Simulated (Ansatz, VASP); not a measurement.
## CdTe: VASP and Ansatz over several settings

```xyz
2
Lattice="0.0000 3.2050 3.2050 3.2050 0.0000 3.2050 3.2050 3.2050 0.0000" Properties=species:S:1:pos:R:3 pbc="T T T"
Te    4.8075    4.8075    4.8075
Cd    0.0000    0.0000    0.0000
```

Single points on this cell with VASP 6.6.1 and Ansatz 0.2.0. Each row is one pair of runs. Alike in all rows: spin: off; k mesh: 7 × 7 × 7; VASP's potentials, cutoff: VASP PAW PBE potentials, release 64 (Te, Cd), 520 eV; Ansatz's potentials, cutoff: Ansatz PAW, 420 eV.

```csv
level,smearing,"gap on the k mesh at the Fermi level (eV), VASP","gap on the k mesh at the Fermi level (eV), Ansatz","least direct gap on the mesh (eV), VASP","least direct gap on the mesh (eV), Ansatz","pressure (GPa), VASP","pressure (GPa), Ansatz"
PBE,"gaussian, width 0.013 eV",0.87,0.87,0.87,0.87,4.4,4.2
PBE,"gaussian, width 0.014 eV",0.87,0.87,0.87,0.87,4.4,4.2
PBE,"gaussian, width 0.016 eV",0.87,0.87,0.87,0.87,4.4,4.2
PBE,"gaussian, width 0.017 eV",0.87,0.87,0.87,0.87,4.4,4.2
PBE,"gaussian, width 0.018 eV",0.87,0.87,0.87,0.87,4.4,4.2
PBE,"gaussian, width 0.021 eV",0.87,0.87,0.87,0.87,4.4,4.2
PBE,"gaussian, width 0.022 eV",0.87,0.87,0.87,0.87,4.4,4.2
PBE,"gaussian, width 0.024 eV",0.87,0.87,0.87,0.87,4.4,4.2
```

Gap on the k mesh at the fermi level (eV): the two programs differ by at most 0; least direct gap on the mesh (eV): the two programs differ by at most 0; pressure (GPa): the two programs differ by at most 0.16.

VASP's potentials hold 18 valence electrons a cell and Ansatz's 36, so a difference there can come from the potentials and not from the codes.

Neither program's run includes spin-orbit coupling. Noted on Ansatz's runs: odd divisions of the mesh miss points on the zone boundary, where band edges often lie, so the gap on the mesh can be too wide.
